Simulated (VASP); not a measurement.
Here is a VASP 6.6.1 calculation.

File INCAR:

```
SYSTEM = AlN
PREC     = Accurate       ! precision mode
ENCUT    = 520            ! plane-wave cutoff, eV
EDIFF    = 1E-6           ! SCF threshold, eV
ISMEAR   = 0              ! smearing method
SIGMA    = 0.01           ! smearing width, eV
LREAL    = .False.        ! projectors in reciprocal space
LASPH    = .True.         ! aspherical terms in the spheres
NELM     = 100            ! most SCF steps
ALGO     = Normal         ! electronic algorithm
ISIF     = 2              ! what is computed and relaxed
LWAVE    = .False.        ! write WAVECAR
LCHARG   = .False.        ! write CHGCAR
GGA      = PE             ! functional
NBANDS   = 11             ! bands
```

File KPOINTS:

```
regular mesh
0
Gamma
  6 6 6
  0 0 0
```

POSCAR

```
AlN
1.0
    0.0000000000      2.0188684521      2.0592458212
    2.0188684521      0.0000000000      2.0592458212
    2.0188684521      2.0188684521      0.0000000000
Al N
1 1
Direct
    0.0000000000      0.0000000000      0.0000000000
    0.5000000000      0.5000000000      0.5000000000
```

Potentials or basis: VASP PAW PBE potentials, release 64 (Al, N).

Command:

```bash
$ cat potpaw_PBE.64/Al/POTCAR potpaw_PBE.64/N/POTCAR > POTCAR
$ mpirun -np 1 vasp_std > vasp.out
```

(1) What does it give for the band gap on the k mesh?

(2) What does it give for the pressure?

Results:

(1) 4.30 eV, indirect (least direct gap 5.35 eV).

(2) 1.0 GPa.

Caveat: the k points lie up to 0.45 Å⁻¹ apart; the cell differs from its parent crystal (uniaxial z strain +2.0%).
